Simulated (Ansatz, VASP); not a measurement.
**One calculation of C, two programs**

```
C
1.0
     1.24136    0.71670    8.33747
    -1.24136    0.71670    8.33747
     0.00000   -1.43339    8.33747
C
4
Direct
  0.08717 0.08717 0.08717
  0.75385 0.75385 0.75385
  0.24615 0.24615 0.24615
  0.91283 0.91283 0.91283
```

Change from the starting cell: volume scaled by 1.02.

Alike in both runs: task single point; functional LDA; k mesh 12 × 12 × 12; occupations fermi-dirac, width 0.05 eV; no spin polarisation.

|  | VASP | Ansatz |
| --- | --- | --- |
| version | VASP 6.6.1 | Ansatz 0.2.0 |
| potentials or method | VASP PAW LDA potentials, release 64 (C), cutoff 520 eV | all-electron LAPW, scalar-relativistic |

Ansatz gave:

```
gap on the k mesh at the Fermi level (eV)                     : 0.18
least direct gap on the mesh (eV)                             : 0.18
pressure (GPa)                                                : -10.2
traceless stress, the component that is largest in VASP (GPa) : 9.27
rms of the force components (eV/Å)                            : 0.004
```

**Question.** Estimate VASP's values.

**Answer.** gap on the k mesh at the Fermi level (eV): 0.19; least direct gap on the mesh (eV): 0.19; pressure (GPa): -9.6; traceless stress, the component that is largest in VASP (GPa): 8.59; rms of the force components (eV/Å): 0.004.

LDA's correlation is that of Perdew and Zunger in VASP and of Perdew and Wang (1992) in Ansatz. Atom by atom the forces differ by 0.000 eV/Å (rms over components). Ansatz ran all-electron here, and VASP with PAW potentials.
